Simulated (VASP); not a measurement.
The system is LaNb2O2.

```xyz
5
Lattice="4.0374 0.0000 0.0000 0.0000 4.0374 0.0000 0.0000 0.0000 5.4766" Properties=species:S:1:pos:R:3 pbc="T T T"
La    0.0000    0.0000    0.0000
Nb    0.0000    2.0187    2.7383
Nb    2.0187    0.0000    2.7383
O     2.0187    2.0187    1.3144
O     2.0187    2.0187    4.1622
```

```yaml
Program: VASP 6.6.1
Task: relaxation of cell and atoms
Functional: PBE
Potentials_or_basis: VASP PAW PBE potentials, release 64 (La, Nb_sv, O)
Cutoff: 600 eV
k_mesh: 4 × 4 × 4
Occupations: gaussian, width 0.1 eV
Spin: no spin polarisation
```

At the start: pressure -16.9 GPa; volume 17.85 Å³/atom.

Question: Where does the relaxation end?

Answer: Over 9 steps the energy falls by 252.1 meV/atom and the volume is 15.78 Å³/atom (-11.6 %); space group P4/mmm (No. 123, to 0.05 Å).

The path:
```
step  energy change (eV)  largest force (eV/Å)  pressure (GPa)  volume (Å³)
   1              0.0000                2.3798          -16.91        89.27
   2             -0.3555                0.6461           29.09        66.98
   3             -1.1034                1.1648            1.51        75.78
   4             -1.1041                1.1229            2.13        75.49
   5             -1.2141                0.5746            1.50        76.75
   6             -1.2571                0.0026            1.25        78.09
   7             -1.2575                0.0561            1.25        78.22
   8             -1.2545                0.1296           -1.77        79.85
   9             -1.2605                0.0214           -0.05        78.88
```

Final structure:
```
CELL_PARAMETERS angstrom
3.80066 0.00000 0.00000
0.00000 3.80066 0.00000
0.00000 0.00000 5.46098
ATOMIC_POSITIONS crystal
La 0.00000 0.00000 0.00000
Nb 0.00000 0.50000 0.50000
Nb 0.50000 0.00000 0.50000
O 0.50000 0.50000 0.27381
O 0.50000 0.50000 0.72619
```

Caveat: the k points lie up to 0.41 Å⁻¹ apart in the final cell; an odd number of electrons without spin polarisation forces a metal; a magnetic or distorted state may lie lower.
